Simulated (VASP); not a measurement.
Set up this calculation in VASP 6.6.1, as the native input.

```
Task                   : single point
Functional             : PBE
Potentials or basis    : VASP PAW PBE potentials, release 64 (Ca_sv)
Cutoff                 : 520 eV
k mesh                 : 12 × 12 × 12
Occupations            : gaussian, width 0.1 eV
Spin                   : no spin polarisation
Dipole correction      : no
Further INCAR settings : ALGO = Fast; EDIFF = 1e-06; NBANDS = 11
```

The structure of Ca lies in POSCAR:

```
Ca
1.0
    3.4409664078      0.0000000000      0.0000000000
    0.0000000000      3.4409664078      0.0000000000
    0.0000000000      0.0000000000      3.4409664078
Ca
1
Direct
    0.0000000000      0.0000000000      0.0000000000
```

This cell differs from its parent crystal: strained.

These files were run (other wordings do the same):

INCAR

```
PREC = Accurate
ENCUT = 520
EDIFF = 1E-6
ISMEAR = 0
SIGMA = 0.1
LREAL = False
LASPH = True
NELM = 80
ALGO = Fast
ISIF = 2
LWAVE = False
LCHARG = False
GGA = PE
NBANDS = 11
```

KPOINTS

```
regular mesh
0
Gamma
  12 12 12
```

Potentials or basis: VASP PAW PBE potentials, release 64 (Ca_sv).

Launch:

```console
$ cat potpaw_PBE.64/Ca_sv/POTCAR > POTCAR
$ mpirun -np 1 vasp_std > vasp.out
```

It gave:

| Item | Value |
| --- | --- |
| Pressure | 0.7 GPa |
| Band gap on the k mesh | zero (band 5 reaches 2.66 eV, above the bottom of band 6 at 1.53 eV) |

Caveat: the cell differs from its parent crystal (strained).

Wall time 20 s on 1 thread of AMD EPYC 9R45 (Zen 5), with other jobs on the host, peak memory 0.14 GiB.
